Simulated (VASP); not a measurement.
Runs of VASP 6.6.1 on NbCu2. The structure is that of space group Fm-3m (No. 225), or close to it. The cells are those of the table. 

```tsv
task	spin	cell	k mesh	cutoff (eV)	gap on the mesh (eV)	pressure (GPa)	relaxed volume (Å³/atom)
relaxation of cell and atoms	off	relaxed from a = 4.182 Å, angles 60.0°, 3 atoms	14 × 14 × 14	600	none	0.0	17.29
relaxation of cell and atoms	off	relaxed from a = 3.658 Å, angles 60.0°, 3 atoms	6 × 6 × 6	600	none	0.3	(a)
single point	off	a = 4.182 Å, angles 60.0°, 3 atoms	6 × 6 × 6	520	none	0.2	-
single point	collinear, ferromagnetic start	a = 4.182 Å, angles 60.0°, 3 atoms	6 × 6 × 6	520	none	0.2	-
single point	off	a = 4.184 Å, angles 60.0°, 3 atoms	14 × 14 × 14	520	none	0.3	-
```

Alike in all rows: level PBE; potentials or basis VASP PAW PBE potentials, release 64 (Nb_sv, Cu); smearing gaussian 0.1 eV.

Fill in the values left out.

(a) 17.18.

Caveats: the volume moved by over 15 % at a fixed basis, so the end points are rough (some runs).

A k mesh can miss the band edges, and the runs leave out spin-orbit coupling on Nb.

A gap of «none» marks levels without a gap at the run's occupations.
